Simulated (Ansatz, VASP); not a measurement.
# One calculation of Bi, two programs

File INCAR:

```
PREC = Accurate
ENCUT = 520
EDIFF = 1E-6
ISMEAR = -1
SIGMA = 0.05
LREAL = False
LASPH = True
NELM = 60
ALGO = Normal
ISIF = 2
LWAVE = False
LCHARG = False
GGA = PE
NBANDS = 22
```

The input KPOINTS:

```
regular mesh
0
Gamma
  11 11 11
```

POSCAR

```
Bi
1.0
    0.0000000000      2.7926160804      2.7926160804
    2.7926160804      0.0000000000      2.7926160804
    2.7926160804      2.7926160804      0.0000000000
Bi
2
Direct
   -0.1250000000     -0.1250000000     -0.1250000000
    0.1250000000      0.1250000000      0.1250000000
```

Input for Ansatz:

```yaml
crystal:
  lattice:
    - [0.0, 2.7926160804, 2.7926160804]
    - [2.7926160804, 0.0, 2.7926160804]
    - [2.7926160804, 2.7926160804, 0.0]
  atoms:
    - { symbol: Bi, position: [-0.125, -0.125, -0.125] }
    - { symbol: Bi, position: [0.125, 0.125, 0.125] }
kpoints:
  mp_grid: { grid: [11, 11, 11] }
scf:
  occupations: { method: fermi_dirac, width: 0.05 }
hamiltonian:
  xc: pbe
  pseudopotentials: { kind: all_electron, lapw: { basis_error: 0.001 } }
output:
  forces: true
  stress: true
  eigenvalues: true
  populations: true
```

Change from the starting cell: volume scaled by 0.45, LAPW.

Alike in both runs: task single point; functional PBE; k mesh 11 × 11 × 11; occupations fermi-dirac, width 0.05 eV; no spin polarisation.

|  | VASP | Ansatz |
| --- | --- | --- |
| version | VASP 6.6.1 | Ansatz 0.2.0 |
| potentials or method | VASP PAW PBE potentials, release 64 (Bi_d), cutoff 520 eV | all-electron LAPW, scalar-relativistic |

|  | VASP | Ansatz | Ansatz less VASP |
| --- | --- | --- | --- |
| pressure (GPa) | 131.7 | 131.7 | +0.03 |

Both programs put the cell under a high pressure, so it lies far from rest at this level. Ansatz ran all-electron here, and VASP with PAW potentials.

Spin-orbit coupling is off throughout. Noted on VASP's run: the cell as given lies far from equilibrium.
